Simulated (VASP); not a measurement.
A run of VASP 6.6.1 is set up as follows.

INCAR

```
SYSTEM = Co
PREC = Accurate
ENCUT = 520
EDIFF = 1E-6
ISMEAR = -1
SIGMA = 0.1
LREAL = .FALSE.
LASPH = .TRUE.
NELM = 150
ALGO = Normal
ISIF = 2
LWAVE = .FALSE.
LCHARG = .FALSE.
LNONCOLLINEAR = .TRUE.
MAGMOM = 0 0 0
LORBIT = 11
LSORBIT = .TRUE.
GGA_COMPAT = .FALSE.
LORBMOM = .TRUE.
LMAXMIX = 4
NBANDS = 20
```

The input KPOINTS:

```
regular mesh
0
G
  14 14 14
  0 0 0
```

Contents of POSCAR:

```
Co
1.0
    2.2247716226      0.0000000000      0.0000000000
    0.0000000000      2.2247716226      0.0000000000
    0.0000000000      0.0000000000      2.2247716226
Co
1
Direct
    0.0000000000      0.0000000000      0.0000000000
```

Potentials or basis: VASP PAW LDA potentials, release 64 (Co).

Launch:

```console
$ cat potpaw_LDA.64/Co/POTCAR > POTCAR
$ mpirun -np 1 vasp_ncl > vasp.out
```

Question: Predict the net moment.

Answer: 0.00 μB per cell.

Question: What does it give for the pressure?

Answer: -0.9 GPa.

Moments on the atoms (μB; x, y, z):
```
Co  0.00 0.00 0.00
```
